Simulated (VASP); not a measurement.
Input of a VASP 6.6.1 run:

INCAR

```
ALGO = Normal
EDIFF = 1E-8
ENCUT = 520
GGA = PE
GGA_COMPAT = False
ISIF = 2
ISMEAR = -1
LASPH = True
LCHARG = False
LEFG = True
LREAL = False
LWAVE = False
NBANDS = 20
NELM = 120
PREC = Accurate
SIGMA = 0.02
```

File KPOINTS:

```
k-points
0
Gamma
  11 11 11
```

POSCAR

```
CdO
1.0
    0.0000000000      2.3481500000      2.3481500000
    2.3481500000      0.0000000000      2.3481500000
    2.3481500000      2.3481500000      0.0000000000
Cd O
1 1
Direct
    0.0000000000      0.0000000000      0.0000000000
    0.5000000000      0.5000000000      0.5000000000
```

Potentials or basis: VASP PAW PBE potentials, release 64 (Cd_sv_GW, O).

Run with:

```console
$ cat potpaw_PBE.64/Cd_sv_GW/POTCAR potpaw_PBE.64/O/POTCAR > POTCAR
$ mpirun -np 1 vasp_std > vasp.out
```

Task: Predict the pressure.

Result: 4.0 GPa.

Task: What does it give for the band gap on the k mesh?

Result: Zero (bands 13 and 14 overlap by 0.38 eV).

Caveat: the cell stands under pressure; semilocal functionals underestimate gaps, and a narrow one can read as zero.
